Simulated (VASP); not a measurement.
Input of a VASP 6.6.1 run:

Contents of INCAR:

```
PREC = Accurate ; ENCUT = 600
EDIFF = 1E-6 ; ISMEAR = 0
SIGMA = 0.1 ; LREAL = F
LASPH = T ; NELM = 100
ALGO = Normal ; ISIF = 3
LWAVE = F ; LCHARG = F
GGA = PE ; IBRION = 2
NSW = 100 ; EDIFFG = -0.01
```

KPOINTS

```
Automatic mesh
0
Gamma
  10 10 6
```

File POSCAR:

```
Si4BW
1.0
    3.7532215145      0.0000000000      0.0000000000
    0.0000000000      3.7532215145      0.0000000000
    0.0000000000      0.0000000000      5.9322798325
Si B W
4 1 1
Direct
    0.5000000000      0.0000000000      0.7122647234
    0.0000000000      0.5000000000      0.2877352766
    0.5000000000      0.0000000000      0.2877352766
    0.0000000000      0.5000000000      0.7122647234
    0.5000000000      0.5000000000      0.5000000000
    0.0000000000      0.0000000000      0.0000000000
```

Potentials or basis: VASP PAW PBE potentials, release 64 (Si, B, W_sv).

Command:

```sh
$ cat potpaw_PBE.64/Si/POTCAR potpaw_PBE.64/B/POTCAR potpaw_PBE.64/W_sv/POTCAR > POTCAR
$ mpirun -np 1 vasp_std > vasp.out
```

What does it give for the space group after relaxing (to 0.1 Å)?

P4/mmm (No. 123).

Estimate the band gap on the k mesh.

zero (an odd number of electrons rules out a gap without spin polarisation).

Estimate the relaxed volume.

13.95 Å³/atom.

Step by step:
```csv
step,energy change (eV),largest force (eV/Å),pressure (GPa),volume (Å³)
1,0.0000,0.1435,0.03,83.57
2,-0.0055,0.0239,0.04,83.59
3,-0.0055,0.0243,0.05,83.59
4,-0.0056,0.0119,-0.02,83.64
5,-0.0057,0.0017,-0.06,83.69
```

Caveat: spin-orbit coupling is left out, which moves the levels of the heavy elements.
